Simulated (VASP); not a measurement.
# GaP (F-43m) in VASP: single point with PBE

Aim: the single point of GaP with PBE.

Everything below comes from runs of VASP 6.6.1. Logs are shortened: lines on timing, memory, paths and dates and some standing lists are left out, and cuts for length are marked.

## (1) The cell of the first run

The structure is cubic, space group F-43m (No. 216). The conventional cell has a = 5.505 Å, b = 5.505 Å, c = 5.505 Å, α = 90.00°, β = 90.00°, γ = 90.00°. Ga (site symmetry -43m) has 4 P at 2.38 Å within 3.1 Å. Within 3.1 Å of P (site symmetry -43m) lie 4 Ga at 2.38 Å.

## (2) Single point, PBE

File INCAR:

```
ALGO = Normal ; EDIFF = 1E-7
ENCUT = 520 ; GGA = PE
ISIF = 2 ; ISMEAR = 0
LASPH = True ; LCHARG = True
LELF = True ; LREAL = False
LVHAR = True ; LWAVE = False
NBANDS = 46 ; NELM = 100
PREC = Accurate ; SIGMA = 0.01
```

File KPOINTS:

```
k-points
0
Gamma
  3 3 3
```

File POSCAR:

```
GaP
1.0
    0.0000000000     -5.5051169748      0.0000000000
    0.0000000000      0.0000000000      5.5051169748
   -5.5051169748      0.0000000000      0.0000000000
Ga P
4 4
Direct
    0.0000000000      0.5000000000      0.5000000000
    0.5000000000      0.5000000000      1.0000000000
    0.0000000000      0.0000000000      0.0000000000
    0.5000000000      0.0000000000      0.5000000000
    0.2500000000      0.2500000000      0.2500000000
    0.7500000000      0.2500000000      0.7500000000
    0.2500000000      0.7500000000      0.7500000000
    0.7500000000      0.7500000000      0.2500000000
```

Potentials or basis: VASP PAW PBE potentials, release 64 (Ga_d, P).

Run with:

```bash
$ cat potpaw_PBE.64/Ga_d/POTCAR potpaw_PBE.64/P/POTCAR > POTCAR
$ mpirun -np 1 vasp_std > vasp.out
```

OUTCAR:

```text
EDIFF = 1E-7
   ENCUT = 520
   GGA = PE
   ISIF = 2
   ISMEAR = 0
   LASPH = True
   LREAL = False
   NELM = 100
   PREC = Accurate

 ion  position               nearest neighbor table
   1  0.000  0.500  0.500-   5 2.38   6 2.38   7 2.38   8 2.38
   2  0.500  0.500  0.000-   5 2.38   6 2.38   7 2.38   8 2.38
   3  0.000  0.000  0.000-   5 2.38   6 2.38   7 2.38   8 2.38
   4  0.500  0.000  0.500-   5 2.38   6 2.38   7 2.38   8 2.38
   5  0.250  0.250  0.250-   1 2.38   2 2.38   3 2.38   4 2.38
   6  0.750  0.250  0.750-   1 2.38   2 2.38   3 2.38   4 2.38
   7  0.250  0.750  0.750-   1 2.38   2 2.38   3 2.38   4 2.38
   8  0.750  0.750  0.250-   1 2.38   2 2.38   3 2.38   4 2.38

  LATTYP: Found a simple cubic cell.
 ALAT       =     5.5051169748

  Lattice vectors:

 A1 = (   0.0000000000,  -5.5051169748,   0.0000000000)
 A2 = (   0.0000000000,   0.0000000000,   5.5051169748)
 A3 = (  -5.5051169748,   0.0000000000,   0.0000000000)

Analysis of symmetry for initial positions (statically):
=====================================================================
 Subroutine PRICEL returns following result:

  LATTYP: Found a face centered cubic cell.
 ALAT       =     5.5051169748

  Lattice vectors:

 A1 = (   0.0000000000,  -2.7525584874,  -2.7525584874)
 A2 = (  -2.7525584874,  -2.7525584874,   0.0000000000)
 A3 = (  -2.7525584874,   0.0000000000,  -2.7525584874)

   4 primitive cells build up your supercell.

 Routine SETGRP: Setting up the symmetry group for a
 simple cubic supercell.

 Subroutine GETGRP returns: Found 24 space group operations
 (whereof 24 operations were pure point group operations)
 out of a pool of 48 trial point group operations.

The static configuration has the point symmetry T_d .

Analysis of symmetry for dynamics (positions and initial velocities):
=====================================================================
 Subroutine PRICEL returns following result:

  LATTYP: Found a face centered cubic cell.
 ALAT       =     5.5051169748

  Lattice vectors:

 A1 = (   0.0000000000,  -2.7525584874,  -2.7525584874)
 A2 = (  -2.7525584874,  -2.7525584874,   0.0000000000)
 A3 = (  -2.7525584874,   0.0000000000,  -2.7525584874)

[... 88 lines left out ...]
   EDIFF  = 0.1E-06   stopping-criterion for ELM
   LREAL  =      F    real-space projection
   EDIFFG = 0.1E-05   stopping-criterion for IOM
   NSW    =      0    number of steps for IOM
   IBRION =     -1    ionic relax: 0-MD 1-quasi-New 2-CG
   NFREE  =      0    steps in history (QN), initial steepest desc. (CG)
   ISIF   =      2    stress and relaxation
   ISYM   =      2    0-nonsym 1-usesym 2-fastsym
   POTIM  = 0.5000    time-step for ionic-motion
   TEBEG  =    0.0;   TEEND  =   0.0 temperature during run
   PSTRESS=    0.0 pullay stress
   NELECT =      72.0000    total number of electrons
   NUPDOWN=      -1.0000    fix difference up-down
   EMIN   =  10.00;   EMAX   =-10.00  energy-range for DOS
   EFERMI =   0.00;   METHOD = LEGACY
   ISMEAR =     0;   SIGMA  =   0.01  broadening in eV -4-tet -1-fermi 0-gaus
   EFERMI_NEDOS =   21; number of points for ismear=-14 and -15
   IALGO  =     38    algorithm
   IMIX   =      4    mixing-type and parameters
     AMIX     =   0.40;   BMIX     =  1.00
     AMIX_MAG =   1.60;   BMIX_MAG =  1.00
  volume/ion in A,a.u.               =      20.85       140.74
  Fermi-wavevector in a.u.,A,eV,Ry     =   1.237141  2.337857 20.823951  1.530517
  Thomas-Fermi vector in A             =   2.371720
   LORBIT       =      0    0 simple, 1 ext, 2 COOP (PROOUT), +10 PAW based schemes
   GGA     = PE    functional components
   LHFCALC =     F    Hartree Fock is set to
   AEXX    =    0.0000 exact exchange contribution
   IVDW    =     0    specifies the selected vdW correction
   LEPSILON=     F    determine dielectric tensor
   LRPA    =     F    only Hartree local field effects (RPA)
 non-spin polarized calculation
 Gauss-broadening in eV      SIGMA  =   0.01
  energy-cutoff  :      520.00
  volume of cell :      166.84
 maximum number of plane-waves:      4500
 NGX is ok and might be reduce to    42
   NGX = 21   NGY = 21   NGZ = 21

 number of electron      71.9999966 magnetization

 Free energy of the ion-electron system (eV)
  ---------------------------------------------------
  ext. energy  EPLUGINS =         0.00000000
  ---------------------------------------------------
  free energy    TOTEN  =       -36.43572059 eV

  energy without entropy =      -36.43572059  energy(sigma->0) =      -36.43572059

 E-fermi :   4.4147     XC(G=0):  -9.6936

 val. band max:        4.3599785737   @ k =   0.0000   0.0000   0.0000
 cond. band min:       5.9377863609   @ k =   0.0000   0.0000   0.0000
 fundamental gap:      1.5778077872
 Fermi energy:         4.4146519507

 k-point     1 :       0.0000    0.0000    0.0000
  band No.  band energies     occupation
      1     -10.2594      2.00000
      2     -10.2594      2.00000
      3     -10.2594      2.00000
      4     -10.1536      2.00000
      5     -10.1536      2.00000
      6     -10.1536      2.00000
[... 185 lines left out ...]
     45       9.1642      0.00000
     46      10.1994      0.00000

------------------------ aborting loop because EDIFF is reached ----------------------------------------

  FORCE on cell =-STRESS in cart. coord.  units (eV):
  Direction    XX          YY          ZZ          XY          YZ          ZX
  --------------------------------------------------------------------------------------
  -------------------------------------------------------------------------------------
  Total        0.0389818      0.0389818      0.0389818      0.0000000     -0.0000000     -0.0000000
  in kB        0.3743456      0.3743456      0.3743456      0.0000000     -0.0000000     -0.0000000
  external PRESSURE =       0.3743456 kB  Pullay stress =       0.0000000 kB

 VOLUME and BASIS-vectors are now :
 -----------------------------------------------------------------------------
  energy-cutoff  :      520.00
  volume of cell :      166.84
      direct lattice vectors                 reciprocal lattice vectors
     0.000000000 -5.505116975  0.000000000     0.000000000 -0.181649183  0.000000000
     0.000000000  0.000000000  5.505116975     0.000000000  0.000000000  0.181649183
    -5.505116975  0.000000000  0.000000000    -0.181649183  0.000000000  0.000000000

 POSITION                                       TOTAL-FORCE (eV/Angst)
 -----------------------------------------------------------------------------------
     -2.75256      0.00000      2.75256         0.000000      0.000000      0.000000
      0.00000     -2.75256      2.75256         0.000000      0.000000     -0.000000
      0.00000      0.00000      0.00000         0.000000     -0.000000      0.000000
     -2.75256     -2.75256      0.00000         0.000000     -0.000000      0.000000
     -1.37628     -1.37628      1.37628        -0.000000     -0.000000     -0.000000
     -4.12884     -4.12884      1.37628        -0.000000     -0.000000      0.000000
     -4.12884     -1.37628      4.12884        -0.000000     -0.000000     -0.000000
     -1.37628     -4.12884      4.12884        -0.000000      0.000000     -0.000000
 -----------------------------------------------------------------------------------
    total drift:                                0.000000     -0.000000     -0.000000

  FREE ENERGIE OF THE ION-ELECTRON SYSTEM (eV)
  ---------------------------------------------------
  free  energy   TOTEN  =       -36.4357205903 eV

  energy  without entropy=      -36.4357205903  energy(sigma->0) =      -36.43572059
```

Run time: 33 s. Hardware: 1 thread of Intel Xeon Platinum 8488C (Sapphire Rapids), shared host; peak memory 0.25 GiB.

Results:

```
Free energy            : -36.4357 eV
Pressure               : 0.0 GPa
Band gap on the k mesh : 1.58 eV
```

Caveat: an odd mesh through Γ misses points on the zone boundary, where band edges can lie.
